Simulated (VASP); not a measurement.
Write the native input for VASP 6.6.1 that does the following.

- Task: electric field gradients
- Functional: PBEsol
- Potentials or basis: VASP PAW PBE potentials, release 64 (Be, Ge_d)
- Cutoff: 520 eV
- k mesh: 9 × 9 × 10
- Occupations: fermi-dirac, width 0.15 eV
- Spin: no spin polarisation
- Dipole correction: no
- Further INCAR settings: ALGO = Normal; EDIFF = 1e-08; NBANDS = 21

The structure of Be5Ge lies in POSCAR:

```
Be5Ge
1.0
    4.4068258475      0.0000000000      0.0000000000
   -2.2034129238      3.8164231340      0.0000000000
    0.0000000000      0.0000000000      3.5953445738
Be Ge
5 1
Direct
    0.3333333333      0.6666666667      0.0000000000
    0.6666666667      0.3333333333      0.0000000000
    0.5000000000      0.0000000000      0.5000000000
    0.5000000000      0.5000000000      0.5000000000
    0.0000000000      0.5000000000      0.5000000000
    0.0000000000      0.0000000000      0.0000000000
```

These files were run (other wordings do the same):

INCAR

```
ALGO = Normal ; EDIFF = 1E-8
ENCUT = 520 ; GGA = PS
ISIF = 2 ; ISMEAR = -1
LASPH = T ; LCHARG = F
LEFG = T ; LREAL = F
LWAVE = F ; NBANDS = 21
NELM = 100 ; PREC = Accurate
SIGMA = 0.15
```

KPOINTS

```
k-points
0
Gamma
  9 9 10
```

Potentials or basis: VASP PAW PBE potentials, release 64 (Be, Ge_d).

Launch:

```console
$ cat potpaw_PBE.64/Be/POTCAR potpaw_PBE.64/Ge_d/POTCAR > POTCAR
$ mpirun -np 1 vasp_std > vasp.out
```

It gave:

```json
{
  "Pressure": "0.2 GPa",
  "Band gap on the k mesh": "zero (band 12 reaches 7.74 eV, above the bottom of band 13 at 4.59 eV)"
}
```

Caveat: without QUAD_EFG the Cq values of the log hold for a quadrupole moment of 1 mb, not for the nuclei; the PAW data sets were made with another functional, which shifts forces and pressure a little.

Run time: 49 s on 1 thread of Intel(R) Xeon(R) Platinum 8488C (Sapphire Rapids), with other jobs on the host, peak memory 0.22 GiB.
